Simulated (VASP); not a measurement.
# Al3Pt (P-3m1) in VASP: relaxation of cell and atoms with PBE

Aim: the relaxation of cell and atoms of Al3Pt with PBE.

Everything below comes from runs of VASP 6.6.1. Logs are shortened: lines on timing, memory, paths and dates and some standing lists are left out, and cuts for length are marked.

### Step 1. The cell of the first run

It takes space group P-3m1 (No. 164, trigonal). The conventional cell has a = 4.136 Å, b = 4.136 Å, c = 5.009 Å, α = 90.00°, β = 90.00°, γ = 120.00°. Al (site symmetry 3m) has 3 Pt at 2.56 Å and 6 Al at 2.86 to 3.03 Å within 3.4 Å. Al (site symmetry -3m) has 2 Pt at 2.50 Å and 6 Al at 2.86 Å within 3.3 Å. Pt (site symmetry -3m) has 8 Al at 2.50 to 2.56 Å within 3.3 Å.

The cell was generated, and may not be a known phase.

### Step 2. Relaxation of cell and atoms, PBE

File INCAR:

```
ALGO = Fast
EDIFF = 1E-6
EDIFFG = -0.01
ENCUT = 600
GGA = PE
IBRION = 2
ISIF = 3
ISMEAR = 0
LASPH = T
LCHARG = F
LREAL = F
LWAVE = F
NELM = 100
NSW = 100
PREC = Accurate
SIGMA = 0.1
```

File KPOINTS:

```
k-points
0
Gamma
  12 12 10
```

File POSCAR:

```
Al3Pt
1.0
    4.1364820172      0.0000000000      0.0000000000
   -2.0682410086      3.5822985092      0.0000000000
    0.0000000000      0.0000000000      5.0087156132
Al Pt
3 1
Direct
    0.3333333333      0.6666666667      0.3144802781
    0.6666666667      0.3333333333      0.6855197219
    0.0000000000      0.0000000000      0.0000000000
    0.0000000000      0.0000000000      0.5000000000
```

Potentials or basis: VASP PAW PBE potentials, release 64 (Al, Pt).

The run is started by

```console
> cat potpaw_PBE.64/Al/POTCAR potpaw_PBE.64/Pt/POTCAR > POTCAR
> mpirun -np 1 vasp_std > vasp.out
```

OUTCAR:

```text
EDIFF = 1E-6
   EDIFFG = -0.01
   ENCUT = 600
   GGA = PE
   IBRION = 2
   ISIF = 3
   ISMEAR = 0
   LASPH = T
   LREAL = F
   NELM = 100
   NSW = 100
   PREC = Accurate

 ion  position               nearest neighbor table
   1  0.333  0.667  0.314-   4 2.56   4 2.56   4 2.56   3 2.86   3 2.86   3 2.86   2 3.03   2 3.03
                             2 3.03
   2  0.667  0.333  0.686-   4 2.56   4 2.56   4 2.56   3 2.86   3 2.86   3 2.86   1 3.03   1 3.03
                             1 3.03
   3  0.000  0.000  0.000-   4 2.50   4 2.50   1 2.86   2 2.86   2 2.86   1 2.86   2 2.86   1 2.86

   4  0.000  0.000  0.500-   3 2.50   3 2.50   1 2.56   2 2.56   2 2.56   1 2.56   2 2.56   1 2.56

  LATTYP: Found a hexagonal cell.
 ALAT       =     4.1364820172
 C/A-ratio  =     1.2108636258

  Lattice vectors:

 A1 = (   4.1364820172,   0.0000000000,   0.0000000000)
 A2 = (  -2.0682410086,   3.5822985092,   0.0000000000)
 A3 = (   0.0000000000,   0.0000000000,   5.0087156132)

Analysis of symmetry for initial positions (statically):
=====================================================================
 Subroutine PRICEL returns:
 Original cell was already a primitive cell.

 Routine SETGRP: Setting up the symmetry group for a
 hexagonal supercell.

 Subroutine GETGRP returns: Found 12 space group operations
 (whereof 12 operations were pure point group operations)
 out of a pool of 24 trial point group operations.

The static configuration has the point symmetry D_3d.

Analysis of symmetry for dynamics (positions and initial velocities):
=====================================================================
 Subroutine PRICEL returns:
 Original cell was already a primitive cell.

 Routine SETGRP: Setting up the symmetry group for a
 hexagonal supercell.

 Subroutine GETGRP returns: Found 12 space group operations
 (whereof 12 operations were pure point group operations)
 out of a pool of 24 trial point group operations.

The dynamic configuration has the point symmetry D_3d.

 Subroutine INISYM returns: Found 12 space group operations
 (whereof 12 operations are pure point group operations),
 and found     1 'primitive' translations

----------------------------------------------------------------------------------------

                                     Primitive cell

  volume of cell :      74.2197

  direct lattice vectors                    reciprocal lattice vectors
     4.136482017  0.000000000  0.000000000     0.241751323  0.139575191  0.000000000
    -2.068241009  3.582298509  0.000000000     0.000000000  0.279150383  0.000000000
     0.000000000  0.000000000  5.008715613     0.000000000  0.000000000  0.199651982

  length of vectors
     4.136482017  4.136482017  5.008715613     0.279150383  0.279150383  0.199651982

  position of ions in fractional coordinates (direct lattice)
     0.333333333  0.666666667  0.314480278
     0.666666667  0.333333333  0.685519722
     0.000000000  0.000000000  0.000000000
     0.000000000  0.000000000  0.500000000

  ion indices of the primitive-cell ions
   primitive index   ion index
                 1           1
                 2           2
                 3           3
                 4           4

----------------------------------------------------------------------------------------

 KPOINTS: k-points

Automatic generation of k-mesh.
 Grid dimensions read from file:
 generate k-points for:   12   12   10

 Generating k-lattice:

  Cartesian coordinates                     Fractional coordinates (reciprocal lattice)
     0.020145944  0.011631266  0.000000000     0.083333333  0.000000000  0.000000000
     0.000000000  0.023262532  0.000000000     0.000000000  0.083333333  0.000000000
     0.000000000  0.000000000  0.019965198     0.000000000  0.000000000  0.100000000

  Length of vectors
     0.023262532  0.023262532  0.019965198

  Shift w.r.t. Gamma in fractional coordinates (k-lattice)
     0.000000000  0.000000000  0.000000000

 Subroutine IBZKPT returns following result:
 ===========================================

 Found    162 irreducible k-points:

 Following reciprocal coordinates:
            Coordinates               Weight
  0.000000  0.000000  0.000000      1.000000
  0.083333  0.000000  0.000000      6.000000
  0.166667  0.000000  0.000000      6.000000
  0.250000  0.000000  0.000000      6.000000
  0.333333  0.000000  0.000000      6.000000
  0.416667  0.000000  0.000000      6.000000
[... 16 lines left out ...]
  0.166667  0.000000  0.100000      6.000000
  0.000000  0.166667  0.100000      6.000000
 [... further k-points ...]
   k-points           NKPTS =    162   k-points in BZ     NKDIM =    162   number of bands    NBANDS=     13
   number of dos      NEDOS =    301   number of ions     NIONS =      4
   total plane-waves  NPLWV =  51840
   dimension x,y,z NGX =    36 NGY =   36 NGZ =   40
   dimension x,y,z NGXF=    72 NGYF=   72 NGZF=   80
   ions per type =               3   1
   NGX,Y,Z   is equivalent  to a cutoff of  14.47, 14.47, 13.28 a.u.
   NGXF,Y,Z  is equivalent  to a cutoff of  28.94, 28.94, 26.55 a.u.
 SYSTEM =  unknown system
   PREC   = accura    normal or accurate (medium, high low for compatibility)
   ISTART =      0    job   : 0-new  1-cont  2-samecut
   ICHARG =      2    charge: 1-file 2-atom 10-const
   ISPIN  =      1    spin polarized calculation?
   LNONCOLLINEAR =      F non collinear calculations
   LSORBIT =      F    spin-orbit coupling
   LASPH  =      T    aspherical Exc in radial PAW
   ENCUT  =  600.0 eV  44.10 Ry    6.64 a.u.   8.26  8.26 10.00*2*pi/ulx,y,z
   NELM   =    100;   NELMIN=  2; NELMDL= -5     # of ELM steps
   EDIFF  = 0.1E-05   stopping-criterion for ELM
   LREAL  =      F    real-space projection
   EDIFFG = -.1E-01   stopping-criterion for IOM
   NSW    =    100    number of steps for IOM
   IBRION =      2    ionic relax: 0-MD 1-quasi-New 2-CG
   NFREE  =      1    steps in history (QN), initial steepest desc. (CG)
   ISIF   =      3    stress and relaxation
   ISYM   =      2    0-nonsym 1-usesym 2-fastsym
   POTIM  = 0.5000    time-step for ionic-motion
   TEBEG  =    0.0;   TEEND  =   0.0 temperature during run
   PSTRESS=    0.0 pullay stress
   NELECT =      19.0000    total number of electrons
   NUPDOWN=      -1.0000    fix difference up-down
   EMIN   =  10.00;   EMAX   =-10.00  energy-range for DOS
   EFERMI =   0.00;   METHOD = LEGACY
   ISMEAR =     0;   SIGMA  =   0.10  broadening in eV -4-tet -1-fermi 0-gaus
   EFERMI_NEDOS =   21; number of points for ismear=-14 and -15
   IALGO  =     68    algorithm
   IMIX   =      4    mixing-type and parameters
     AMIX     =   0.40;   BMIX     =  1.00
     AMIX_MAG =   1.60;   BMIX_MAG =  1.00
  volume/ion in A,a.u.               =      18.55       125.21
  Fermi-wavevector in a.u.,A,eV,Ry     =   1.039488  1.964348 14.701584  1.080536
  Thomas-Fermi vector in A             =   2.174021
   LORBIT       =      0    0 simple, 1 ext, 2 COOP (PROOUT), +10 PAW based schemes
   GGA     = PE    functional components
   LHFCALC =     F    Hartree Fock is set to
   AEXX    =    0.0000 exact exchange contribution
   IVDW    =     0    specifies the selected vdW correction
   LEPSILON=     F    determine dielectric tensor
   LRPA    =     F    only Hartree local field effects (RPA)
 conjugate gradient relaxation of ions
 non-spin polarized calculation
 RMM-DIIS sequential band-by-band and
 Gauss-broadening in eV      SIGMA  =   0.10
  energy-cutoff  :      600.00
  volume of cell :       74.22
 maximum number of plane-waves:      2510
 NGX is ok and might be reduce to    36
   NGX = 17   NGY = 17   NGZ = 21

--------------------------------------- Ionic step        1  -------------------------------------------

 number of electron      19.0000002 magnetization

 Free energy of the ion-electron system (eV)
  ---------------------------------------------------
  ext. energy  EPLUGINS =         0.00000000
  ---------------------------------------------------
  free energy    TOTEN  =       -19.44956340 eV

  energy without entropy =      -19.44360707  energy(sigma->0) =      -19.44658523

------------------------ aborting loop because EDIFF is reached ----------------------------------------

  FORCE on cell =-STRESS in cart. coord.  units (eV):
  Direction    XX          YY          ZZ          XY          YZ          ZX
  --------------------------------------------------------------------------------------
  -------------------------------------------------------------------------------------
  Total       -0.1541547     -0.1541547      0.2159529      0.0000000     -0.0000000      0.0000000
  in kB       -3.3277303     -3.3277303      4.6617640      0.0000000     -0.0000000      0.0000000
  external PRESSURE =      -0.6645655 kB  Pullay stress =       0.0000000 kB
[... 95 lines left out ...]
  FREE ENERGIE OF THE ION-ELECTRON SYSTEM (eV)
  ---------------------------------------------------
  free  energy   TOTEN  =       -19.4505017672 eV

  energy  without entropy=      -19.4447134517  energy(sigma->0) =      -19.44760761

[... ionic steps 4 to 7 ...]

--------------------------------------- Ionic step        8  -------------------------------------------

 number of electron      19.0000002 magnetization

------------------------ aborting loop because EDIFF is reached ----------------------------------------
[... 71 lines left out ...]
--------------------------------------- Ionic step       10  -------------------------------------------

 number of electron      19.0000002 magnetization

 Free energy of the ion-electron system (eV)
  ---------------------------------------------------
  ext. energy  EPLUGINS =         0.00000000
  ---------------------------------------------------
  free energy    TOTEN  =       -19.45102919 eV

  energy without entropy =      -19.44549415  energy(sigma->0) =      -19.44826167

 E-fermi :   6.9294     XC(G=0): -10.1863

 val. band max:        6.9229781991   @ k =   0.1667   0.0833   0.2000
 cond. band min:       6.9315381104   @ k =   0.0000   0.2500   0.2000
 fundamental gap:      0.0085599114
 Fermi energy:         6.9293806707

 k-point     1 :       0.0000    0.0000    0.0000
  band No.  band energies     occupation
      1      -3.0188      2.00000
      2       0.8114      2.00000
      3       2.0588      2.00000
      4       2.0588      2.00000
      5       3.1315      2.00000
      6       3.1315      2.00000
      7       3.1786      2.00000
      8       5.4001      2.00000
      9       7.9294      0.00000
     10       7.9294      0.00000
     11      10.6042      0.00000
     12      10.8745      0.00000
     13      10.8745      0.00000
[... 354 lines left out ...]
  band No.  band energies     occupation
      1      -2.6238      2.00000
      2       0.9056      2.00000
      3       1.7312      2.00000
      4       2.2241      2.00000
      5       2.7051      2.00000
      6       3.1063      2.00000
      7       3.5697      2.00000
      8       5.6957      2.00000
      9       6.6274      1.99998
     10       7.2632      0.00000
     11       9.4699      0.00000
     12      11.1120      0.00000
     13      11.8124      0.00000

 [... further k-points ...]

------------------------ aborting loop because EDIFF is reached ----------------------------------------

  FORCE on cell =-STRESS in cart. coord.  units (eV):
  Direction    XX          YY          ZZ          XY          YZ          ZX
  --------------------------------------------------------------------------------------
  -------------------------------------------------------------------------------------
  Total        0.0008569      0.0008569     -0.0006420      0.0000000      0.0000000      0.0000000
  in kB        0.0184670      0.0184670     -0.0138356      0.0000000      0.0000000      0.0000000
  external PRESSURE =       0.0076994 kB  Pullay stress =       0.0000000 kB
[... 19 lines left out ...]
  FREE ENERGIE OF THE ION-ELECTRON SYSTEM (eV)
  ---------------------------------------------------
  free  energy   TOTEN  =       -19.4510291934 eV

  energy  without entropy=      -19.4454941453  energy(sigma->0) =      -19.44826167

 reached required accuracy - stopping structural energy minimisation
```

It took 8.6 min on 1 thread of Intel Xeon Platinum 8259CL at 2.50GHz (Skylake/Cascade Lake), shared host; peak memory 0.38 GiB.

What came out:

| Property | Result |
| --- | --- |
| Free energy | -19.4510 eV |
| Relaxed volume | 18.59 Å³/atom |
| Relaxed cell | a = 4.135 Å, b = 4.135 Å, c = 5.021 Å, α = 90.00°, β = 90.00°, γ = 120.00° |
| Space group after relaxing (to 0.1 Å) | P-3m1 (No. 164) |
| Energy gained by relaxing | 0.4 meV/atom |
| Ionic steps | 10 |
| Pressure after relaxing | 0.0 GPa |
| Band gap on the k mesh | zero (an odd number of electrons rules out a gap without spin polarisation) |

Step by step:
| step | energy change (eV) | largest force (eV/Å) | pressure (GPa) | volume (Å³) |
| --- | --- | --- | --- | --- |
| 1 | 0.0000 | 0.0679 | -0.07 | 74.22 |
| 2 | -0.0009 | 0.0372 | 0.08 | 74.14 |
| 3 | -0.0009 | 0.0327 | 0.09 | 74.12 |
| 4 | -0.0009 | 0.0314 | 0.09 | 74.12 |
| 5 | -0.0011 | 0.0295 | -0.03 | 74.22 |
| 6 | -0.0012 | 0.0274 | -0.18 | 74.36 |
| 7 | -0.0012 | 0.0239 | -0.16 | 74.35 |
| 8 | -0.0014 | 0.0135 | -0.08 | 74.35 |
| 9 | -0.0014 | 0.0081 | 0.05 | 74.34 |
| 10 | -0.0015 | 0.0002 | 0.00 | 74.34 |

Final structure:
```
Al Pt
1.0
     4.13488    0.00000    0.00000
    -2.06744    3.58091    0.00000
     0.00000    0.00000    5.02095
Al Pt
3 1
Direct
  0.33333 0.66667 0.31778
  0.66667 0.33333 0.68222
  0.00000 0.00000 0.00000
  0.00000 0.00000 0.50000
```

Levels at points of the mesh, in eV from the Fermi level:
```csv
k point,band 6,band 7,band 8,band 9,band 10,band 11,band 12,band 13
"(0.00, 0.00, 0.00)",-3.80,-3.75,-1.53,1.00,1.00,3.67,3.95,3.95
"(0.50, 0.00, 0.00)",-3.61,-3.43,-1.43,-1.34,-0.72,0.17,1.89,3.71
"(0.00, 0.00, 0.50)",-3.92,-3.92,2.32,2.32,3.53,3.65,3.72,3.72
"(0.50, 0.00, 0.50)",-4.54,-3.62,-3.47,-1.57,-0.21,1.36,1.93,4.28
```

Caveat: spin-orbit coupling is left out, which moves the levels of the heavy elements.
